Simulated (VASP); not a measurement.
# Er2AlAs3 (P-6m2) in VASP: relaxation of cell and atoms with PBE

Aim: the relaxation of cell and atoms of Er2AlAs3 with PBE.

Program: VASP 6.6.1. These are calculated values, not measurements. Logs are shortened: lines on timing, memory, paths and dates and some standing lists are left out, and cuts for length are marked.

## 1. The cell of the first run

The structure is hexagonal, space group P-6m2 (No. 187). The conventional cell has a = 4.491 Å, b = 4.491 Å, c = 7.383 Å, α = 90.00°, β = 90.00°, γ = 120.00°. Within 4.1 Å of Er (site symmetry 3m) lie 9 As at 3.13 to 3.24 Å and 3 Al at 3.24 Å and 2 Er at 3.50 to 3.89 Å. Within 3.4 Å of Al (site symmetry -6m2) lie 3 As at 2.59 Å and 6 Er at 3.24 Å. Within 3.4 Å of As (site symmetry -6m2) lie 3 As at 2.59 Å and 6 Er at 3.13 Å. Within 3.4 Å of As (site symmetry -6m2) lie 3 Al at 2.59 Å and 6 Er at 3.24 Å. As (site symmetry -6m2) has 3 As at 2.59 Å and 6 Er at 3.13 Å within 3.4 Å.

The cell was built from a structure type or drawn by symmetry, and may not be a known phase.

## 2. Relaxation of cell and atoms, PBE

Contents of INCAR:

```
SYSTEM = Er2AlAs3
  PREC = Accurate
  ENCUT = 500
  EDIFF = 1E-7
  ISMEAR = 0
  SIGMA = 0.1
  LREAL = .False.
  LASPH = .True.
  NELM = 200
  ALGO = Normal
  ISIF = 3
  LWAVE = .False.
  LCHARG = .False.
  GGA = PE
  IBRION = 2
  NSW = 100
  EDIFFG = -0.01
  GGA_COMPAT = .False.
  NELMIN = 4
  LMAXMIX = 6
```

Contents of KPOINTS:

```
Automatic mesh
0
Gamma
  12 12 6
  0 0 0
```

Contents of POSCAR:

```
Er2AlAs3
1.0
    4.4913488126      0.0000000000      0.0000000000
   -2.2456744063      3.8896221690      0.0000000000
    0.0000000000      0.0000000000      7.3828004549
Er Al As
2 1 3
Direct
    0.3333333333      0.6666666667      0.2632603885
    0.3333333333      0.6666666667      0.7367396115
    0.6666666667      0.3333333333      0.0000000000
    0.6666666667      0.3333333333      0.5000000000
    0.0000000000      0.0000000000      0.0000000000
    0.0000000000      0.0000000000      0.5000000000
```

Potentials or basis: VASP PAW PBE potentials, release 64 (Er_3, Al, As), 4f in core.

Started as:

```bash
$ cat potpaw_PBE.64/Er_3/POTCAR potpaw_PBE.64/Al/POTCAR potpaw_PBE.64/As/POTCAR > POTCAR
$ mpirun -np 1 vasp_std > vasp.out
```

OUTCAR:

```text
SYSTEM = Er2AlAs3
   PREC = Accurate
   ENCUT = 500
   EDIFF = 1E-7
   ISMEAR = 0
   LREAL = .False.
   LASPH = .True.
   NELM = 200
   ISIF = 3
   GGA = PE
   IBRION = 2
   NSW = 100
   EDIFFG = -0.01
   NELMIN = 4

 ion  position               nearest neighbor table
   1  0.333  0.667  0.263-   6 3.13   4 3.13   4 3.13   6 3.13   6 3.13   4 3.13   3 3.24   5 3.24
                             3 3.24   5 3.24   5 3.24   3 3.24   2 3.50
   2  0.333  0.667  0.737-   6 3.13   4 3.13   4 3.13   6 3.13   6 3.13   4 3.13   3 3.24   5 3.24
                             3 3.24   5 3.24   5 3.24   3 3.24   1 3.50
   3  0.667  0.333  0.000-   5 2.59   5 2.59   5 2.59   2 3.24   1 3.24   2 3.24   1 3.24   1 3.24
                             2 3.24
   4  0.667  0.333  0.500-   6 2.59   6 2.59   6 2.59   2 3.13   1 3.13   2 3.13   1 3.13   1 3.13
                             2 3.13
   5  0.000  0.000  0.000-   3 2.59   3 2.59   3 2.59   1 3.24   2 3.24   1 3.24   2 3.24   1 3.24
                             2 3.24
   6  0.000  0.000  0.500-   4 2.59   4 2.59   4 2.59   1 3.13   2 3.13   1 3.13   2 3.13   1 3.13
                             2 3.13

  LATTYP: Found a hexagonal cell.
 ALAT       =     4.4913488126
 C/A-ratio  =     1.6437824722

  Lattice vectors:

 A1 = (   4.4913488126,   0.0000000000,   0.0000000000)
 A2 = (  -2.2456744063,   3.8896221690,   0.0000000000)
 A3 = (   0.0000000000,   0.0000000000,   7.3828004549)

Analysis of symmetry for initial positions (statically):
=====================================================================
 Subroutine PRICEL returns:
 Original cell was already a primitive cell.

 Routine SETGRP: Setting up the symmetry group for a
 hexagonal supercell.

 Subroutine GETGRP returns: Found 12 space group operations
 (whereof 12 operations were pure point group operations)
 out of a pool of 24 trial point group operations.

The static configuration has the point symmetry D_3h.

Analysis of symmetry for dynamics (positions and initial velocities):
=====================================================================
 Subroutine PRICEL returns:
 Original cell was already a primitive cell.

 Routine SETGRP: Setting up the symmetry group for a
 hexagonal supercell.

 Subroutine GETGRP returns: Found 12 space group operations
 (whereof 12 operations were pure point group operations)
 out of a pool of 24 trial point group operations.

The dynamic configuration has the point symmetry D_3h.

 Subroutine INISYM returns: Found 12 space group operations
 (whereof 12 operations are pure point group operations),
 and found     1 'primitive' translations

----------------------------------------------------------------------------------------

                                     Primitive cell

  volume of cell :     128.9749

  direct lattice vectors                    reciprocal lattice vectors
     4.491348813  0.000000000  0.000000000     0.222650264  0.128547190  0.000000000
    -2.245674406  3.889622169  0.000000000     0.000000000  0.257094380  0.000000000
     0.000000000  0.000000000  7.382800455     0.000000000  0.000000000  0.135449956

  length of vectors
     4.491348813  4.491348813  7.382800455     0.257094380  0.257094380  0.135449956

  position of ions in fractional coordinates (direct lattice)
     0.333333333  0.666666667  0.263260389
     0.333333333  0.666666667  0.736739611
     0.666666667  0.333333333  0.000000000
     0.666666667  0.333333333  0.500000000
     0.000000000  0.000000000  0.000000000
     0.000000000  0.000000000  0.500000000

  ion indices of the primitive-cell ions
   primitive index   ion index
                 1           1
                 2           2
                 3           3
                 4           4
                 5           5
                 6           6

----------------------------------------------------------------------------------------

 KPOINTS: Automatic mesh

Automatic generation of k-mesh.
 Grid dimensions read from file:
 generate k-points for:   12   12    6

 Generating k-lattice:

  Cartesian coordinates                     Fractional coordinates (reciprocal lattice)
     0.018554189  0.010712266  0.000000000     0.083333333  0.000000000  0.000000000
     0.000000000  0.021424532  0.000000000     0.000000000  0.083333333  0.000000000
     0.000000000  0.000000000  0.022574993     0.000000000  0.000000000  0.166666667

  Length of vectors
     0.021424532  0.021424532  0.022574993

  Shift w.r.t. Gamma in fractional coordinates (k-lattice)
     0.000000000  0.000000000  0.000000000

 Subroutine IBZKPT returns following result:
 ===========================================

 Found     76 irreducible k-points:

 Following reciprocal coordinates:
            Coordinates               Weight
  0.000000  0.000000  0.000000      1.000000
  0.083333  0.000000  0.000000      6.000000
  0.166667  0.000000  0.000000      6.000000
  0.250000  0.000000  0.000000      6.000000
  0.333333  0.000000  0.000000      6.000000
  0.416667  0.000000  0.000000      6.000000
[... 16 lines left out ...]
  0.250000  0.000000  0.166667     12.000000
  0.333333  0.000000  0.166667     12.000000
 [... further k-points ...]
   k-points           NKPTS =     76   k-points in BZ     NKDIM =     76   number of bands    NBANDS=     22
   number of dos      NEDOS =    301   number of ions     NIONS =      6
   total plane-waves  NPLWV =  69984
   dimension x,y,z NGX =    36 NGY =   36 NGZ =   54
   dimension x,y,z NGXF=    72 NGYF=   72 NGZF=  108
   ions per type =               2   1   3
   NGX,Y,Z   is equivalent  to a cutoff of  13.33, 13.33, 12.16 a.u.
   NGXF,Y,Z  is equivalent  to a cutoff of  26.65, 26.65, 24.32 a.u.
 SYSTEM =  Er2AlAs3
   PREC   = accura    normal or accurate (medium, high low for compatibility)
   ISTART =      0    job   : 0-new  1-cont  2-samecut
   ICHARG =      2    charge: 1-file 2-atom 10-const
   ISPIN  =      1    spin polarized calculation?
   LNONCOLLINEAR =      F non collinear calculations
   LSORBIT =      F    spin-orbit coupling
   LASPH  =      T    aspherical Exc in radial PAW
   ENCUT  =  500.0 eV  36.75 Ry    6.06 a.u.   8.19  8.19 13.46*2*pi/ulx,y,z
   NELM   =    200;   NELMIN=  4; NELMDL= -5     # of ELM steps
   EDIFF  = 0.1E-06   stopping-criterion for ELM
   LREAL  =      F    real-space projection
   EDIFFG = -.1E-01   stopping-criterion for IOM
   NSW    =    100    number of steps for IOM
   IBRION =      2    ionic relax: 0-MD 1-quasi-New 2-CG
   NFREE  =      1    steps in history (QN), initial steepest desc. (CG)
   ISIF   =      3    stress and relaxation
   ISYM   =      2    0-nonsym 1-usesym 2-fastsym
   POTIM  = 0.5000    time-step for ionic-motion
   TEBEG  =    0.0;   TEEND  =   0.0 temperature during run
   PSTRESS=    0.0 pullay stress
   NELECT =      36.0000    total number of electrons
   NUPDOWN=      -1.0000    fix difference up-down
   EMIN   =  10.00;   EMAX   =-10.00  energy-range for DOS
   EFERMI =   0.00;   METHOD = LEGACY
   ISMEAR =     0;   SIGMA  =   0.10  broadening in eV -4-tet -1-fermi 0-gaus
   EFERMI_NEDOS =   21; number of points for ismear=-14 and -15
   IALGO  =     38    algorithm
   IMIX   =      4    mixing-type and parameters
     AMIX     =   0.40;   BMIX     =  1.00
     AMIX_MAG =   1.60;   BMIX_MAG =  1.00
  volume/ion in A,a.u.               =      21.50       145.06
  Fermi-wavevector in a.u.,A,eV,Ry     =   1.069894  2.021806 15.574210  1.144672
  Thomas-Fermi vector in A             =   2.205587
   LORBIT       =      0    0 simple, 1 ext, 2 COOP (PROOUT), +10 PAW based schemes
   GGA     = PE    functional components
   LHFCALC =     F    Hartree Fock is set to
   AEXX    =    0.0000 exact exchange contribution
   IVDW    =     0    specifies the selected vdW correction
   LEPSILON=     F    determine dielectric tensor
   LRPA    =     F    only Hartree local field effects (RPA)
 conjugate gradient relaxation of ions
 non-spin polarized calculation
 Gauss-broadening in eV      SIGMA  =   0.10
  energy-cutoff  :      500.00
  volume of cell :      128.97
 maximum number of plane-waves:      3297
 NGX is ok and might be reduce to    36
   NGX = 17   NGY = 17   NGZ = 27

--------------------------------------- Ionic step        1  -------------------------------------------

 number of electron      36.0000004 magnetization

 Free energy of the ion-electron system (eV)
  ---------------------------------------------------
  ext. energy  EPLUGINS =         0.00000000
  ---------------------------------------------------
  free energy    TOTEN  =       -29.99759305 eV

  energy without entropy =      -29.98878185  energy(sigma->0) =      -29.99318745

------------------------ aborting loop because EDIFF is reached ----------------------------------------

  FORCE on cell =-STRESS in cart. coord.  units (eV):
  Direction    XX          YY          ZZ          XY          YZ          ZX
  --------------------------------------------------------------------------------------
  -------------------------------------------------------------------------------------
  Total        0.3335375      0.3335375      0.7860082     -0.0000000      0.0000000      0.0000000
  in kB        4.1433334      4.1433334      9.7641020     -0.0000000      0.0000000      0.0000000
  external PRESSURE =       6.0169230 kB  Pullay stress =       0.0000000 kB
[... 105 lines left out ...]
  energy  without entropy=      -29.9912964226  energy(sigma->0) =      -29.99586773

--------------------------------------- Ionic step        4  -------------------------------------------

 number of electron      36.0000003 magnetization

 Free energy of the ion-electron system (eV)
  ---------------------------------------------------
  ext. energy  EPLUGINS =         0.00000000
  ---------------------------------------------------
  free energy    TOTEN  =       -30.00084429 eV

  energy without entropy =      -29.99156474  energy(sigma->0) =      -29.99620451

 E-fermi :   5.6557     XC(G=0): -10.3615

 val. band max:        5.6341838255   @ k =   0.2500   0.1667   0.0000
 cond. band min:       5.6722404359   @ k =   0.2500   0.2500   0.1667
 fundamental gap:      0.0380566104
 Fermi energy:         5.6557400120

 k-point     1 :       0.0000    0.0000    0.0000
  band No.  band energies     occupation
      1     -19.8361      2.00000
      2     -19.7440      2.00000
      3     -19.7440      2.00000
      4     -19.7185      2.00000
      5     -19.7185      2.00000
      6     -19.6070      2.00000
[... 574 lines left out ...]
      6     -19.6145      2.00000
[... 14 lines left out ...]
     21       7.2140      0.00000
     22       7.2550      0.00000

 [... further k-points ...]

------------------------ aborting loop because EDIFF is reached ----------------------------------------

  FORCE on cell =-STRESS in cart. coord.  units (eV):
  Direction    XX          YY          ZZ          XY          YZ          ZX
  --------------------------------------------------------------------------------------
  -------------------------------------------------------------------------------------
  Total       -0.0356959     -0.0356959      0.0346683      0.0000000     -0.0000000      0.0000000
  in kB       -0.4393793     -0.4393793      0.4267304      0.0000000     -0.0000000      0.0000000
  external PRESSURE =      -0.1506760 kB  Pullay stress =       0.0000000 kB
[... 21 lines left out ...]
  FREE ENERGIE OF THE ION-ELECTRON SYSTEM (eV)
  ---------------------------------------------------
  free  energy   TOTEN  =       -30.0008442882 eV

  energy  without entropy=      -29.9915647408  energy(sigma->0) =      -29.99620451

 reached required accuracy - stopping structural energy minimisation
```

It took 9.3 min on 1 thread of Intel Xeon Platinum 8375C at 2.90GHz (Ice Lake), shared host; peak memory 0.41 GiB.

Results:

- Free energy: -30.0008 eV
- Relaxed volume: 21.69 Å³/atom
- Relaxed cell: a = 4.496 Å, b = 4.496 Å, c = 7.434 Å, α = 90.00°, β = 90.00°, γ = 120.00°
- Space group after relaxing (to 0.1 Å): P-6m2 (No. 187)
- Energy gained by relaxing: 0.5 meV/atom
- Ionic steps: 4
- Pressure after relaxing: 0.0 GPa
- Band gap on the k mesh: zero (bands 18 and 19 overlap by 2.13 eV)

Step by step:
```
step  energy change (eV)  largest force (eV/Å)  pressure (GPa)  volume (Å³)
   1              0.0000                0.0413            0.60       128.97
   2             -0.0027                0.0003           -0.22       130.49
   3             -0.0028                0.0071           -0.09       130.23
   4             -0.0033                0.0007           -0.02       130.16
```

Final structure:
```yaml
crystal:
  lattice:
    - [4.49631, 0.00000, 0.00000]
    - [-2.24815, 3.89392, 0.00000]
    - [0.00000, 0.00000, 7.43441]
  atoms:
    - { symbol: Er, position: [0.33333, 0.66667, 0.26297] }
    - { symbol: Er, position: [0.33333, 0.66667, 0.73703] }
    - { symbol: Al, position: [0.66667, 0.33333, 0.00000] }
    - { symbol: As, position: [0.66667, 0.33333, 0.50000] }
    - { symbol: As, position: [0.00000, 0.00000, 0.00000] }
    - { symbol: As, position: [0.00000, 0.00000, 0.50000] }
```

Caveat: spin-orbit coupling is left out, which moves the levels of the heavy elements; the 4f electrons are frozen in the core, so they carry no moment and show no levels.
